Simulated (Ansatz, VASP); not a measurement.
TiO: VASP beside Ansatz

File INCAR:

```
SYSTEM = TiO
PREC = Accurate ; ENCUT = 520
EDIFF = 1E-7 ; ISMEAR = 0
SIGMA = 0.15 ; LREAL = .False.
LASPH = .True. ; NELM = 100
ALGO = Normal ; ISIF = 2
LWAVE = .False. ; LCHARG = .True.
GGA = PS ; LELF = .True.
LVHAR = .True. ; NBANDS = 36
```

Contents of KPOINTS:

```
regular mesh
0
Gamma
  12 12 16
  0 0 0
```

POSCAR

```
TiO
1.0
    4.7105179706      0.0000000000      0.0000000000
   -2.3552589853      4.0794282275      0.0000000000
    0.0000000000      0.0000000000      2.6941692683
Ti O
3 3
Direct
    0.6666666667      0.3333333333      0.5000000000
    0.3333333333      0.6666666667      0.5000000000
    0.0000000000      0.0000000000      0.0000000000
    0.6052948636      0.6052948636      0.0000000000
    0.3947051364      0.0000000000      0.0000000000
    0.0000000000      0.3947051364      0.0000000000
```

Input for Ansatz:

```yaml
crystal:
  lattice:
    - [4.7105179706, 0.0, 0.0]
    - [-2.3552589853, 4.0794282275, 0.0]
    - [0.0, 0.0, 2.6941692683]
  atoms:
    - { symbol: Ti, position: [0.6666666667, 0.3333333333, 0.5] }
    - { symbol: Ti, position: [0.3333333333, 0.6666666667, 0.5] }
    - { symbol: Ti, position: [0.0, 0.0, 0.0] }
    - { symbol: O, position: [0.6052948636, 0.6052948636, 0.0] }
    - { symbol: O, position: [0.3947051364, 0.0, 0.0] }
    - { symbol: O, position: [0.0, 0.3947051364, 0.0] }
basis:
  ecutwfc: 420
kpoints:
  mp_grid: { grid: [12, 12, 16] }
hamiltonian:
  xc: pbesol
scf:
  occupations: { method: gaussian, width: 0.15 }
output:
  forces: true
  stress: true
  eigenvalues: true
```

Change from the starting cell: strain -0.050 along x and y, -0.050 along z, atoms carried along.

Alike in both runs: task single point; functional PBEsol; k mesh 12 × 12 × 16; occupations gaussian, width 0.15 eV; no spin polarisation.

```csv
,VASP,Ansatz
version,VASP 6.6.1,Ansatz 0.2.0
potentials or method,"VASP PAW PBE potentials, release 64 (Ti_sv, O), cutoff 520 eV","scalar-relativistic, plane waves, PAW"
valence electrons in the cell,54,54
```

Ansatz gave:

| Property | Result |
| --- | --- |
| gap on the k mesh at the Fermi level (eV) | none |
| pressure (GPa) | 51.8 |
| traceless stress, the component that is largest in VASP (GPa) | -0.19 |
| rms of the force components (eV/Å) | 0.225 |

Question: What did VASP give for the same quantities?

Answer: gap on the k mesh at the Fermi level (eV): none; pressure (GPa): 53.1; traceless stress, the component that is largest in VASP (GPa): -0.32; rms of the force components (eV/Å): 0.233.

VASP's potentials were made for PBE, not for PBEsol. Atom by atom the forces differ by 0.008 eV/Å (rms over components). A gap of «none» marks a metal or a gap that the smearing closes. Both programs put the cell under a high pressure, so it lies far from rest at this level.
